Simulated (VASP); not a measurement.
# Ta3P4 in VASP: further runs

Runs on Ta3P4. Level: PBE. Tasks: single point.

Everything below comes from runs of VASP 6.6.1. Logs are shortened: lines on timing, memory, paths and dates and some standing lists are left out, and cuts for length are marked.

## (1) The cell of the first run

The typed cell holds 7 atoms: a = 3.278 Å, b = 3.278 Å, c = 10.115 Å, α = 80.69°, β = 99.29°, γ = 90.00°.

## (2) Single point, PBE

The input, INCAR:

```
ALGO     = Normal         # electronic algorithm
EDIFF    = 1E-7           # SCF threshold, eV
ENCUT    = 520            # plane-wave cutoff, eV
GGA      = PE             # functional
ISIF     = 2              # what is computed and relaxed
ISMEAR   = 0              # smearing method
LASPH    = True           # aspherical terms in the spheres
LCHARG   = False          # write CHGCAR
LREAL    = False          # projectors in reciprocal space
LWAVE    = False          # write WAVECAR
NBANDS   = 36             # bands
NELM     = 100            # most SCF steps
PREC     = Accurate       # precision mode
SIGMA    = 0.2            # smearing width, eV
```

The input, KPOINTS:

```
k-points
0
Gamma
  6 6 2
```

The input, POSCAR:

```
Ta3P4
1.0
    3.2662777989      0.0132685267     -0.2778567543
    0.0110491651      3.2660940226      0.2833076017
   -0.7865111360      0.7734269355     10.0544162800
Ta P
3 4
Direct
    0.2142850450     -0.2142691941      0.8571299178
    0.5147610537      0.4849317957      0.4590106821
   -0.0862136961      0.0864130861      0.2552891469
    0.0651687012     -0.0653430712      0.5591404873
    0.3633924176      0.6367597545      0.1551617781
   -0.2194578500      0.2192580256     -0.0077582358
    0.6480643287      0.3522496032      0.7220262234
```

Potentials or basis: VASP PAW PBE potentials, release 64 (Ta_pv, P).

Command:

```
cat potpaw_PBE.64/Ta_pv/POTCAR potpaw_PBE.64/P/POTCAR > POTCAR
mpirun -np 1 vasp_std > vasp.out
```

OUTCAR:

```text
EDIFF = 1E-7
   ENCUT = 520
   GGA = PE
   ISIF = 2
   ISMEAR = 0
   LASPH = True
   LREAL = False
   NELM = 100
   PREC = Accurate

 ion  position               nearest neighbor table
   1  0.214  0.786  0.857-   7 2.67   6 2.67   7 2.67   6 2.67   6 2.67   7 2.67   7 2.68   6 2.68
                             4 2.93   5 2.93
   2  0.515  0.485  0.459-   4 2.52   4 2.52   4 2.52   4 2.52   7 2.59   5 2.99   3 3.06   3 3.07
                             3 3.07   3 3.07
   3  0.914  0.086  0.255-   5 2.52   5 2.52   5 2.52   5 2.52   6 2.59   4 2.99   2 3.06   2 3.07
                             2 3.07   2 3.07
   4  0.065  0.935  0.559-   2 2.52   2 2.52   2 2.52   2 2.52   7 2.81   7 2.82   7 2.82   7 2.82
                             1 2.93   3 2.99
   5  0.363  0.637  0.155-   3 2.52   3 2.52   3 2.52   3 2.52   6 2.81   6 2.82   6 2.82   6 2.82
                             1 2.93   2 2.99
   6  0.781  0.219  0.992-   3 2.59   7 2.66   1 2.67   1 2.67   1 2.67   1 2.68   5 2.81   5 2.82
                             5 2.82   5 2.82
   7  0.648  0.352  0.722-   2 2.59   6 2.66   1 2.67   1 2.67   1 2.67   1 2.68   4 2.81   4 2.82
                             4 2.82   4 2.82

  LATTYP: Found a triclinic cell.
 ALAT       =    11.1254752559
 B/A-ratio  =     0.2946482443
 C/A-ratio  =     0.2946729805
 COS(alpha) =     0.0000657837
 COS(beta)  =     0.1475749463
 COS(gamma) =     0.4414272818

  Lattice vectors:

 A1 = (  -4.0638381000,  -2.5059356138,  10.0489654326)
 A2 = (  -3.2662777989,  -0.0132685267,   0.2778567543)
 A3 = (  -0.0110491651,  -3.2660940226,  -0.2833076017)

Analysis of symmetry for initial positions (statically):
=====================================================================
 Subroutine PRICEL returns:
 Original cell was already a primitive cell.

 Routine SETGRP: Setting up the symmetry group for a
 triclinic supercell.

 Subroutine GETGRP returns: Found  1 space group operations
 (whereof  1 operations were pure point group operations)
 out of a pool of  2 trial point group operations.

The static configuration has the point symmetry C_1 .

Analysis of symmetry for dynamics (positions and initial velocities):
=====================================================================
 Subroutine PRICEL returns:
 Original cell was already a primitive cell.

 Routine SETGRP: Setting up the symmetry group for a
 triclinic supercell.

 Subroutine GETGRP returns: Found  1 space group operations
 (whereof  1 operations were pure point group operations)
 out of a pool of  2 trial point group operations.

The dynamic configuration has the point symmetry C_1 .

 Subroutine INISYM returns: Found  1 space group operations
 (whereof  1 operations are pure point group operations),
 and found     1 'primitive' translations

----------------------------------------------------------------------------------------

                                     Primitive cell

  volume of cell :     105.8239

  direct lattice vectors                    reciprocal lattice vectors
     3.266277799  0.013268527 -0.277856754     0.308243570 -0.003155406  0.024355216
     0.011049165  3.266094023  0.283307602    -0.003291402  0.308266514 -0.023970596
    -0.786511136  0.773426935 10.054416280     0.008611145 -0.008773358  0.100807276

  length of vectors
     3.278101751  3.278376953 10.114745460     0.309220361  0.309214596  0.101554077

  position of ions in fractional coordinates (direct lattice)
     0.214285045  0.785730806  0.857129918
     0.514761054  0.484931796  0.459010682
     0.913786304  0.086413086  0.255289147
     0.065168701  0.934656929  0.559140487
     0.363392418  0.636759754  0.155161778
     0.780542150  0.219258026  0.992241764
     0.648064329  0.352249603  0.722026223

  ion indices of the primitive-cell ions
   primitive index   ion index
                 1           1
                 2           2
                 3           3
                 4           4
                 5           5
                 6           6
                 7           7

----------------------------------------------------------------------------------------

 KPOINTS: k-points

Automatic generation of k-mesh.
 Grid dimensions read from file:
 generate k-points for:    6    6    2

 Generating k-lattice:

  Cartesian coordinates                     Fractional coordinates (reciprocal lattice)
     0.051373928 -0.000525901  0.004059203     0.166666667 -0.000000000  0.000000000
    -0.000548567  0.051377752 -0.003995099     0.000000000  0.166666667 -0.000000000
     0.004305573 -0.004386679  0.050403638     0.000000000  0.000000000  0.500000000

  Length of vectors
     0.051536727  0.051535766  0.050777038

  Shift w.r.t. Gamma in fractional coordinates (k-lattice)
     0.000000000  0.000000000  0.000000000

 Subroutine IBZKPT returns following result:
 ===========================================

 Found     40 irreducible k-points:

 Following reciprocal coordinates:
            Coordinates               Weight
  0.000000  0.000000  0.000000      1.000000
  0.166667  0.000000  0.000000      2.000000
  0.333333 -0.000000  0.000000      2.000000
  0.500000 -0.000000  0.000000      1.000000
  0.000000  0.166667 -0.000000      2.000000
  0.166667  0.166667 -0.000000      2.000000
[... 16 lines left out ...]
  0.333333  0.000000  0.500000      2.000000
  0.500000  0.000000  0.500000      1.000000
 [... further k-points ...]
   k-points           NKPTS =     40   k-points in BZ     NKDIM =     40   number of bands    NBANDS=     36
   number of dos      NEDOS =    301   number of ions     NIONS =      7
   total plane-waves  NPLWV =  46080
   dimension x,y,z NGX =    24 NGY =   24 NGZ =   80
   dimension x,y,z NGXF=    48 NGYF=   48 NGZF=  160
   ions per type =               3   4
   NGX,Y,Z   is equivalent  to a cutoff of  12.17, 12.17, 13.15 a.u.
   NGXF,Y,Z  is equivalent  to a cutoff of  24.34, 24.34, 26.30 a.u.
 SYSTEM =  unknown system
   PREC   = accura    normal or accurate (medium, high low for compatibility)
   ISTART =      0    job   : 0-new  1-cont  2-samecut
   ICHARG =      2    charge: 1-file 2-atom 10-const
   ISPIN  =      1    spin polarized calculation?
   LNONCOLLINEAR =      F non collinear calculations
   LSORBIT =      F    spin-orbit coupling
   LASPH  =      T    aspherical Exc in radial PAW
   ENCUT  =  520.0 eV  38.22 Ry    6.18 a.u.   6.10  6.10 18.81*2*pi/ulx,y,z
   NELM   =    100;   NELMIN=  2; NELMDL= -5     # of ELM steps
   EDIFF  = 0.1E-06   stopping-criterion for ELM
   LREAL  =      F    real-space projection
   EDIFFG = 0.1E-05   stopping-criterion for IOM
   NSW    =      0    number of steps for IOM
   IBRION =     -1    ionic relax: 0-MD 1-quasi-New 2-CG
   NFREE  =      0    steps in history (QN), initial steepest desc. (CG)
   ISIF   =      2    stress and relaxation
   ISYM   =      2    0-nonsym 1-usesym 2-fastsym
   POTIM  = 0.5000    time-step for ionic-motion
   TEBEG  =    0.0;   TEEND  =   0.0 temperature during run
   PSTRESS=    0.0 pullay stress
   NELECT =      53.0000    total number of electrons
   NUPDOWN=      -1.0000    fix difference up-down
   EMIN   =  10.00;   EMAX   =-10.00  energy-range for DOS
   EFERMI =   0.00;   METHOD = LEGACY
   ISMEAR =     0;   SIGMA  =   0.20  broadening in eV -4-tet -1-fermi 0-gaus
   EFERMI_NEDOS =   21; number of points for ismear=-14 and -15
   IALGO  =     38    algorithm
   IMIX   =      4    mixing-type and parameters
     AMIX     =   0.40;   BMIX     =  1.00
     AMIX_MAG =   1.60;   BMIX_MAG =  1.00
  volume/ion in A,a.u.               =      15.12       102.02
  Fermi-wavevector in a.u.,A,eV,Ry     =   1.300086  2.456807 22.996894  1.690224
  Thomas-Fermi vector in A             =   2.431308
   LORBIT       =      0    0 simple, 1 ext, 2 COOP (PROOUT), +10 PAW based schemes
   GGA     = PE    functional components
   LHFCALC =     F    Hartree Fock is set to
   AEXX    =    0.0000 exact exchange contribution
   IVDW    =     0    specifies the selected vdW correction
   LEPSILON=     F    determine dielectric tensor
   LRPA    =     F    only Hartree local field effects (RPA)
 non-spin polarized calculation
 Gauss-broadening in eV      SIGMA  =   0.20
  energy-cutoff  :      520.00
  volume of cell :      105.82
 maximum number of plane-waves:      2880
   NGX = 13   NGY = 13   NGZ = 37

 number of electron      53.0000002 magnetization

 Free energy of the ion-electron system (eV)
  ---------------------------------------------------
  ext. energy  EPLUGINS =         0.00000000
  ---------------------------------------------------
  free energy    TOTEN  =       -61.42271131 eV

  energy without entropy =      -61.37022074  energy(sigma->0) =      -61.39646602

 E-fermi :   8.6470     XC(G=0): -12.2598

 val. band max:        8.6350549269   @ k =   0.1667   0.3333   0.5000
 cond. band min:       8.6516283016   @ k =   0.5000  -0.0000   0.0000
 fundamental gap:      0.0165733746
 Fermi energy:         8.6470381083

 k-point     1 :       0.0000    0.0000    0.0000
  band No.  band energies     occupation
      1     -26.2194      2.00000
      2     -26.1602      2.00000
      3     -26.1571      2.00000
      4     -25.9539      2.00000
      5     -25.8221      2.00000
      6     -25.8212      2.00000
[... 28 lines left out ...]
     35      11.5005      0.00000
     36      13.0220      0.00000

 k-point     2 :       0.1667    0.0000    0.0000
  band No.  band energies     occupation
      1     -26.2208      2.00000
      2     -26.2117      2.00000
      3     -26.1527      2.00000
      4     -25.9528      2.00000
      5     -25.9066      2.00000
      6     -25.8039      2.00000
[... 28 lines left out ...]
     35      12.8710      0.00000
     36      13.1289      0.00000

 k-point     3 :       0.3333   -0.0000    0.0000
  band No.  band energies     occupation
      1     -26.3422      2.00000
      2     -26.1971      2.00000
      3     -26.1407      2.00000
      4     -26.0340      2.00000
      5     -26.0068      2.00000
      6     -25.7595      2.00000
[... 28 lines left out ...]
     35      12.0987      0.00000
     36      12.2778      0.00000

 k-point     4 :       0.5000   -0.0000    0.0000
  band No.  band energies     occupation
      1     -26.4019      2.00000
      2     -26.1896      2.00000
      3     -26.1347      2.00000
      4     -26.0766      2.00000
      5     -26.0741      2.00000
      6     -25.7096      2.00000
[... 28 lines left out ...]
     35      12.3297      0.00000
     36      12.4034      0.00000

 k-point     5 :       0.0000    0.1667   -0.0000
  band No.  band energies     occupation
      1     -26.2210      2.00000
      2     -26.2117      2.00000
      3     -26.1526      2.00000
      4     -25.9529      2.00000
      5     -25.9066      2.00000
      6     -25.8038      2.00000
[... 655 lines left out ...]
 k-point    22 :       0.1667   -0.0000    0.5000
  band No.  band energies     occupation
      1     -26.2208      2.00000
      2     -26.2118      2.00000
      3     -26.1527      2.00000
      4     -25.9527      2.00000
      5     -25.9067      2.00000
      6     -25.8038      2.00000
[... 28 lines left out ...]
     35      12.9001      0.00000
     36      13.3916      0.00000

 k-point    23 :       0.3333    0.0000    0.5000
  band No.  band energies     occupation
      1     -26.3422      2.00000
      2     -26.1971      2.00000
      3     -26.1407      2.00000
      4     -26.0341      2.00000
      5     -26.0068      2.00000
      6     -25.7595      2.00000
[... 28 lines left out ...]
     35      12.4787      0.00000
     36      12.5597      0.00000

 k-point    24 :       0.5000    0.0000    0.5000
  band No.  band energies     occupation
      1     -26.4019      2.00000
      2     -26.1896      2.00000
      3     -26.1347      2.00000
      4     -26.0767      2.00000
      5     -26.0740      2.00000
      6     -25.7096      2.00000
[... 28 lines left out ...]
     35      12.3268      0.00000
     36      12.4049      0.00000

 [... further k-points ...]

------------------------ aborting loop because EDIFF is reached ----------------------------------------

  FORCE on cell =-STRESS in cart. coord.  units (eV):
  Direction    XX          YY          ZZ          XY          YZ          ZX
  --------------------------------------------------------------------------------------
  -------------------------------------------------------------------------------------
  Total        0.0836080      0.0791613      0.0352820     -0.0192086      0.0158466     -0.0455866
  in kB        1.2658267      1.1985042      0.5341707     -0.2908187      0.2399178     -0.6901825
  external PRESSURE =       0.9995005 kB  Pullay stress =       0.0000000 kB

 VOLUME and BASIS-vectors are now :
 -----------------------------------------------------------------------------
  energy-cutoff  :      520.00
  volume of cell :      105.82
      direct lattice vectors                 reciprocal lattice vectors
     3.266277799  0.013268527 -0.277856754     0.308243570 -0.003155406  0.024355216
     0.011049165  3.266094023  0.283307602    -0.003291402  0.308266514 -0.023970596
    -0.786511136  0.773426935 10.054416280     0.008611145 -0.008773358  0.100807276

 POSITION                                       TOTAL-FORCE (eV/Angst)
 -----------------------------------------------------------------------------------
      0.03445      3.23204      8.78100         0.000221      0.000483      0.000493
      1.32569      1.94567      4.60944         0.000850      0.014477     -0.005828
      2.78485      0.49181      2.33736        -0.000302     -0.011416      0.003631
     -0.21658      3.48600      5.86852         0.000928     -0.007391      0.015986
      1.07194      2.20455      1.63949        -0.001298      0.004918     -0.015697
      1.77148      1.49390      9.82165         0.000673      0.003737      0.002859
      1.55277      1.71751      7.17928        -0.001071     -0.004809     -0.001444
 -----------------------------------------------------------------------------------
    total drift:                                0.000151     -0.000148      0.000039

  FREE ENERGIE OF THE ION-ELECTRON SYSTEM (eV)
  ---------------------------------------------------
  free  energy   TOTEN  =       -61.4227113076 eV

  energy  without entropy=      -61.3702207379  energy(sigma->0) =      -61.39646602
```

It took 91 s on 1 thread of Intel Xeon 6975P-C (Granite Rapids), shared host; peak memory 0.27 GiB.

What came out:

| Item | Value |
| --- | --- |
| Free energy | -61.4227 eV |
| Pressure | 0.1 GPa |
| Largest force | 0.018 eV/Å |
| Band gap on the k mesh | zero (an odd number of electrons rules out a gap without spin polarisation) |

Forces in eV/Å, atoms in the order of the input:
```
Ta   0.000  0.000  0.000
Ta   0.001  0.014 -0.006
Ta   0.000 -0.011  0.004
P    0.001 -0.007  0.016
P   -0.001  0.005 -0.016
P    0.001  0.004  0.003
P   -0.001 -0.005 -0.001
```

Levels at points of the mesh, in eV from the Fermi level:
```
           k point  band 24  band 25  band 26  band 27  band 28  band 29
(0.00, 0.00, 0.00)    -0.37    -0.37    -0.34     0.04     0.49     0.50
(0.50, 0.00, 0.00)    -1.55    -1.22     0.00     0.47     1.11     1.38
(0.00, 0.50, 0.00)    -1.55    -1.22     0.01     0.47     1.11     1.38
(0.50, 0.50, 0.00)    -2.86    -1.61    -1.60    -0.77     1.30     3.63
(0.00, 0.00, 0.50)    -1.06    -0.34    -0.34    -0.31     0.43     0.43
(0.50, 0.00, 0.50)    -1.55    -1.22     0.01     0.47     1.11     1.38
(0.00, 0.50, 0.50)    -1.55    -1.22     0.01     0.47     1.11     1.38
(0.50, 0.50, 0.50)    -2.86    -1.61    -1.60    -0.77     1.30     3.63
```

Caveat: spin-orbit coupling is left out, which moves the levels of the heavy elements.

## (3) Single point, PBE

This run uses another cell than the first one, of the same volume but with other edges.

The input, INCAR:

```
ALGO = Normal
EDIFF = 1E-6
ENCUT = 520
GGA = PE
ISIF = 2
ISMEAR = 0
LASPH = True
LCHARG = False
LREAL = False
LWAVE = False
NBANDS = 36
NELM = 60
PREC = Accurate
SIGMA = 0.1
```

The input, KPOINTS:

```
k-points
0
Gamma
  8 8 8
```

The input, POSCAR:

```
Ta3P4
1.0
   -1.6391196760      1.6391196760      9.8469727536
    1.6391196760     -1.6391196760      9.8469727536
    1.6391196760      1.6391196760     -9.8469727536
Ta P
3 4
Direct
    0.0000000000      0.0000000000      0.0000000000
    0.3009403821      0.3009403821      0.0000000000
    0.6990596179      0.6990596179      0.0000000000
    0.8510052847      0.8510052847      0.0000000000
    0.1489947153      0.1489947153      0.0000000000
    0.5675559232      0.5675559232      0.0000000000
    0.4324440768      0.4324440768      0.0000000000
```

Potentials or basis: VASP PAW PBE potentials, release 64 (Ta_pv, P).

Command:

```
cat potpaw_PBE.64/Ta_pv/POTCAR potpaw_PBE.64/P/POTCAR > POTCAR
mpirun -np 1 vasp_std > vasp.out
```

It took 26 min on 1 thread of Intel Xeon 6975P-C (Granite Rapids), shared host; peak memory 0.98 GiB.

The run converged. Its results:

- Free energy: -61.4236 eV
- Pressure: -0.2 GPa
- Largest force: 0.094 eV/Å
- Band gap on the k mesh: zero (an odd number of electrons rules out a gap without spin polarisation)

Forces on the atoms (eV/Å):
```
Ta   0.000  0.000  0.000
Ta   0.000  0.000  0.037
Ta   0.000  0.000 -0.037
P    0.000  0.000  0.020
P    0.000  0.000 -0.020
P    0.000  0.000 -0.094
P    0.000  0.000  0.094
```

Stress tensor (GPa, compression positive):
```
 0.30  0.00  0.00
 0.00  0.30  0.00
 0.00  0.00 -1.05
```

Levels at points of the mesh, in eV from the Fermi level:
```
           k point  band 23  band 24  band 25  band 26  band 27  band 28  band 29  band 30
(0.00, 0.00, 0.00)    -1.60    -0.32    -0.32    -0.30     0.08     0.54     0.54     1.10
(0.50, 0.00, 0.00)    -2.31    -1.50    -1.17     0.05     0.52     1.16     1.42     2.34
(0.50, 0.50, 0.00)    -2.83    -2.81    -1.56    -1.55    -0.72     1.35     3.68     3.87
(0.50, 0.50, 0.50)    -1.23    -1.02    -0.29    -0.29    -0.27     0.48     0.48     1.11
```

Caveat: spin-orbit coupling is left out, which moves the levels of the heavy elements.
